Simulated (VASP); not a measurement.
Set up this calculation in VASP 6.6.1, as the native input.

```yaml
Task: single point
Functional: PBEsol
Potentials_or_basis: VASP PAW PBE potentials, release 64 (Pd)
Cutoff: 520 eV
k_mesh: 15 × 15 × 15
Occupations: fermi-dirac, width 0.1 eV
Spin: no spin polarisation
Dipole_correction: no
Further_INCAR_settings: ALGO = Normal; EDIFF = 1e-06; NBANDS = 11
```

The structure of Pd lies in POSCAR:

```
Pd
1.0
   -1.5722810000      1.5722810000      1.5722810000
    1.5722810000     -1.5722810000      1.5722810000
    1.5722810000      1.5722810000     -1.5722810000
Pd
1
Direct
    0.0000000000      0.0000000000      0.0000000000
```

The input as run:

INCAR

```
  PREC = Accurate
  ENCUT = 520
  EDIFF = 1E-6
  ISMEAR = -1
  SIGMA = 0.1
  LREAL = F
  LASPH = T
  NELM = 80
  ALGO = Normal
  ISIF = 2
  LWAVE = F
  LCHARG = F
  GGA = PS
  NBANDS = 11
```

KPOINTS

```
regular mesh
0
Gamma
  15 15 15
```

Potentials or basis: VASP PAW PBE potentials, release 64 (Pd).

Launch:

```sh
$ cat potpaw_PBE.64/Pd/POTCAR > POTCAR
$ mpirun -np 1 vasp_std > vasp.out
```

Results of the run:

The pressure is -10.0 GPa. The band gap on the k mesh is zero (band 5 reaches 9.26 eV, above the bottom of band 6 at 7.78 eV).

Caveat: the PAW data sets were made with another functional, which shifts forces and pressure a little.

It took 8.4 s on 1 thread of Intel(R) Xeon(R) Platinum 8488C (Sapphire Rapids) (shared host), peak memory 0.13 GiB.
